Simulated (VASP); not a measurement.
A run of VASP 6.6.1 is set up as follows.

File INCAR:

```
SYSTEM = Ge
PREC = Accurate ; ENCUT = 520
EDIFF = 1E-7 ; ISMEAR = 0
SIGMA = 0.011 ; LREAL = .FALSE.
LASPH = .TRUE. ; NELM = 80
ALGO = Normal ; ISIF = 2
LWAVE = .FALSE. ; LCHARG = .TRUE.
GGA = PE ; LELF = .TRUE.
LVHAR = .TRUE. ; NBANDS = 21
```

The input KPOINTS:

```
regular mesh
0
G
  10 10 6
  0 0 0
```

File POSCAR:

```
Ge
1.0
    1.4880529250     -2.5946896100      0.0000000000
    1.4880529250      2.5946896100      0.0000000000
    0.0000000000      0.0000000000      4.7275957900
Ge
2
Direct
    0.3334466300      0.6665533700      0.2500000000
    0.6665533700      0.3334466300      0.7500000000
```

Potentials or basis: VASP PAW PBE potentials, release 64 (Ge_d).

Run with:

```console
$ cat potpaw_PBE.64/Ge_d/POTCAR > POTCAR
$ mpirun -np 1 vasp_std > vasp.out
```

**Question.** What does it give for the pressure?

**Answer.** 4.4 GPa.

**Question.** Estimate the largest force.

**Answer.** 0.018 eV/Å.

Stress tensor (GPa, compression positive):
```
3.18 0.00 0.00
0.00 4.45 0.00
0.00 0.00 5.47
```

Caveat: the cell stands under pressure.
